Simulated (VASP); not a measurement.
Wanted: the native input for a VASP 6.6.1 run.

| Property | Result |
| --- | --- |
| Task | single point |
| Functional | PBE |
| Potentials or basis | VASP PAW PBE potentials, release 64 (Si) |
| Cutoff | 520 eV |
| k mesh | 6 × 6 × 6 |
| Occupations | gaussian, width 0.5 eV |
| Spin | no spin polarisation |
| Dipole correction | no |
| Further INCAR settings | ALGO = Normal; EDIFF = 1e-06; NBANDS = 11 |

The structure of Si lies in POSCAR:

```
Si
1.0
    0.0000000000      2.7221188962      2.7221188962
    2.7221188962      0.0000000000      2.7221188962
    2.7221188962      2.7221188962      0.0000000000
Si
2
Direct
    0.0000000000      0.0000000000      0.0000000000
    0.2500000000      0.2500000000      0.2500000000
```

One way to write it, as run:

INCAR

```
  ALGO = Normal
  EDIFF = 1E-6
  ENCUT = 520
  GGA = PE
  ISIF = 2
  ISMEAR = 0
  LASPH = True
  LCHARG = False
  LREAL = False
  LWAVE = False
  NBANDS = 11
  NELM = 100
  PREC = Accurate
  SIGMA = 0.5
```

KPOINTS

```
k-points
0
Gamma
  6 6 6
```

Potentials or basis: VASP PAW PBE potentials, release 64 (Si).

The run is started by

```console
$ cat potpaw_PBE.64/Si/POTCAR > POTCAR
$ mpirun -np 1 vasp_std > vasp.out
```

Results of the run:

```yaml
Pressure: 1.2 GPa
Band_gap_on_the_k_mesh: 0.72 eV, indirect (least direct gap 2.56 eV)
```

It took 7.9 s on 1 thread of Intel(R) Xeon(R) Platinum 8259CL CPU @ 2.50GHz (Skylake/Cascade Lake), on a shared host, peak memory 0.15 GiB.
